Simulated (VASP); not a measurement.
A run of VASP 6.6.1 is set up as follows.

The input INCAR:

```
ALGO = Normal
EDIFF = 1E-7
ENCUT = 520
GGA = PE
ISIF = 2
ISMEAR = 1
LASPH = True
LCHARG = False
LREAL = False
LWAVE = False
NBANDS = 24
NELM = 100
PREC = Accurate
SIGMA = 0.5
```

KPOINTS

```
k-points
0
Gamma
  10 10 10
```

The input POSCAR:

```
SnTe3
1.0
    0.0000000000      3.8612190000      3.8612190000
    3.8612190000      0.0000000000      3.8612190000
    3.8612190000      3.8612190000      0.0000000000
Sn Te
1 3
Direct
    0.0000000000      0.0000000000      0.0000000000
    0.2500000000      0.2500000000      0.2500000000
    0.7500000000      0.7500000000      0.7500000000
    0.5000000000      0.5000000000      0.5000000000
```

Potentials or basis: VASP PAW PBE potentials, release 64 (Sn_d, Te).

Run with:

```sh
$ cat potpaw_PBE.64/Sn_d/POTCAR potpaw_PBE.64/Te/POTCAR > POTCAR
$ mpirun -np 1 vasp_std > vasp.out
```

(1) What does it give for the pressure?

(2) Predict the band gap on the k mesh.

Results:

(1) -0.1 GPa.

(2) zero (band 16 reaches 8.11 eV, above the bottom of band 17 at 5.88 eV).

Caveat: spin-orbit coupling is left out, which moves the levels of the heavy elements.
